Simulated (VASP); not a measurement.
Sb: single point with PBEsol

The system is Sb.

```
Sb
1.0
     3.21530    0.00000    0.00000
     0.00000    3.16000    0.00000
     0.00000    0.00000    3.16000
Sb
1
Direct
  0.00000 0.00000 0.00000
```

This cell differs from its parent crystal: strain +0.0175 x Voigt [1, 0, 0, 0, 0, 0].

| Item | Value |
| --- | --- |
| Program | VASP 6.6.1 |
| Task | single point |
| Functional | PBEsol |
| Potentials or basis | VASP PAW PBE potentials, release 64 (Sb) |
| Cutoff | 520 eV |
| k mesh | 16 × 16 × 16 |
| Occupations | gaussian, width 0.15 eV |
| Spin | no spin polarisation |
| Dipole correction | no |
| Further INCAR settings | ALGO = Normal; EDIFF = 1e-07; NBANDS = 8 |

```yaml
Pressure: -5.5 GPa
```

Stress tensor (GPa, compression positive):
```
-6.38  0.00  0.00
 0.00 -5.03  0.00
 0.00  0.00 -5.03
```

Levels at points of the mesh, in eV from the Fermi level:
| k point | band 1 | band 2 | band 3 | band 4 | band 5 | band 6 | band 7 |
| --- | --- | --- | --- | --- | --- | --- | --- |
| (0.00, 0.00, 0.00) | -11.86 | 2.78 | 3.23 | 3.23 | 6.73 | 6.99 | 7.76 |
| (0.50, 0.00, 0.00) | -9.83 | -5.07 | 4.90 | 4.90 | 8.86 | 10.48 | 10.95 |
| (0.00, 0.50, 0.00) | -9.62 | -5.12 | 4.61 | 5.07 | 8.85 | 10.21 | 10.93 |
| (0.50, 0.50, 0.00) | -7.50 | -3.34 | -3.11 | 2.38 | 6.73 | 12.36 | 13.02 |
| (0.00, 0.50, 0.50) | -7.28 | -3.19 | -3.19 | 2.41 | 6.43 | 12.22 | 12.85 |
| (0.50, 0.50, 0.50) | -4.95 | -1.54 | -1.54 | -1.29 | 4.83 | 4.97 | 4.97 |

Wall time 71 s on 1 thread of Intel Xeon 8259CL (shared host), peak memory 0.22 GiB.

Caveat: the cell differs from its parent crystal (strain +0.0175 x Voigt [1, 0, 0, 0, 0, 0]); the PAW data sets were made with another functional, which shifts forces and pressure a little; spin-orbit coupling is left out, which moves the levels of the heavy elements.
